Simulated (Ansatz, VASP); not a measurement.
# One calculation of ZnS, two programs

Contents of POSCAR:

```
ZnS
1.0
    0.0000000000      2.6940858343      2.6940858343
    2.6833094910      0.0000000000      2.6940858343
    2.6833094910      2.6940858343      0.0000000000
Zn S
1 1
Direct
    0.0000000000      0.0000000000      0.0000000000
    0.2500000000      0.2500000000      0.2500000000
```

The input INCAR.step1:

```
SYSTEM = ZnS
PREC = Accurate ; ENCUT = 520
ISMEAR = 0 ; SIGMA = 0.01
LREAL = .FALSE. ; LASPH = .TRUE.
NELM = 80 ; NBANDS = 16
GGA = PE ; ALGO = Normal
EDIFF = 1E-4 ; LWAVE = .TRUE.
LCHARG = .FALSE.
```

File INCAR.step2:

```
SYSTEM = ZnS
PREC = Accurate ; ENCUT = 520
EDIFF = 1E-6 ; ISMEAR = 0
SIGMA = 0.01 ; LREAL = .FALSE.
LASPH = .TRUE. ; NELM = 80
ALGO = Normal ; ISIF = 2
LWAVE = .FALSE. ; LCHARG = .TRUE.
METAGGA = R2SCAN ; LMIXTAU = .TRUE.
LELF = .TRUE. ; LVHAR = .TRUE.
NBANDS = 16 ; ISTART = 1
```

The input KPOINTS:

```
Automatic mesh
0
G
  8 8 8
  0 0 0
```

Input for Ansatz:

```yaml
crystal:
  lattice:
    - [0.0, 2.6940858343, 2.6940858343]
    - [2.683309491, 0.0, 2.6940858343]
    - [2.683309491, 2.6940858343, 0.0]
  atoms:
    - { symbol: Zn, position: [0.0, 0.0, 0.0] }
    - { symbol: S, position: [0.25, 0.25, 0.25] }
kpoints:
  mp_grid: { grid: [8, 8, 8] }
  band_path:
    path:
      - [0.0, 0.0, 0.0]
      - [-0.5, -0.5, 0.0]
      - [-0.375, -0.375, 0.25]
      - [-0.375, 0.0, 0.375]
      - [0.0, 0.0, 0.5]
      - [-0.5, -0.25, 0.25]
    npoints: 1
hamiltonian:
  xc: r2scan
scf:
  occupations: { method: fixed }
  n_extra_bands: 4
output:
  forces: true
  stress: true
  eigenvalues: true
```

Change from the starting cell: uniaxial_x strain -0.4%.

Alike in both runs: task single point; functional r2SCAN; k mesh 8 × 8 × 8; no spin polarisation.

|  | VASP | Ansatz |
| --- | --- | --- |
| version | VASP 6.6.1 | Ansatz 0.2.0 |
| potentials or method | VASP PAW PBE potentials, release 64 (Zn, S) | plane waves, PAW |
| plane-wave cutoff (eV) | 520 | 500 |
| occupations | gaussian, width 0.01 eV | fixed |
| valence electrons in the cell | 18 | 18 |

|  | VASP | Ansatz | Ansatz less VASP |
| --- | --- | --- | --- |
| gap on the k mesh at the Fermi level (eV) | 2.72 | 2.71 | -0.011 |
| pressure (GPa) | 0.4 | 0.4 | +0.01 |
| traceless stress, the component that is largest in VASP (GPa) | 0.10 | 0.11 | +0.011 |

VASP's potentials were made for PBE, not for r2SCAN.
